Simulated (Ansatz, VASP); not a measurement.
## One calculation of BN, two programs

```
B N
1.0
     2.88902    0.00000    0.00000
    -1.44451    2.50196    0.00000
     0.00000    0.00000    4.22685
B N
2 2
Direct
  0.66667 0.33333 0.99972
  0.33333 0.66667 0.49972
  0.66667 0.33333 0.62528
  0.33333 0.66667 0.12528
```

Change from the starting cell: strain +0.1312 x Voigt [1, 1, 0, 0, 0, 0], atoms carried along.

Alike in both runs: task single point; functional PBE; k mesh 12 × 12 × 6; occupations gaussian, width 0.05 eV; no spin polarisation.

|  | VASP | Ansatz |
| --- | --- | --- |
| version | VASP 6.6.1 | Ansatz 0.2.0 |
| potentials or method | VASP PAW PBE potentials, release 64 (B, N), cutoff 520 eV | scalar-relativistic, plane waves, PAW |
| valence electrons in the cell | 16 | 16 |

```csv
,VASP,Ansatz,Ansatz less VASP
gap on the k mesh at the Fermi level (eV),4.60,4.60,+0.004
least direct gap on the mesh (eV),4.71,4.70,-0.004
pressure (GPa),-52.6,-52.5,+0.10
"traceless stress, the component that is largest in VASP (GPa)",41.57,41.39,-0.177
rms of the force components (eV/Å),0.253,0.262,+0.0085
```

Atom by atom the forces differ by 0.008 eV/Å (rms over components). Both programs put the cell under strong tension, so it lies far from rest at this level. The functional is the same, so the differences come from potentials, cutoffs and numerics.

Noted on VASP's run: the cell as given lies far from equilibrium.
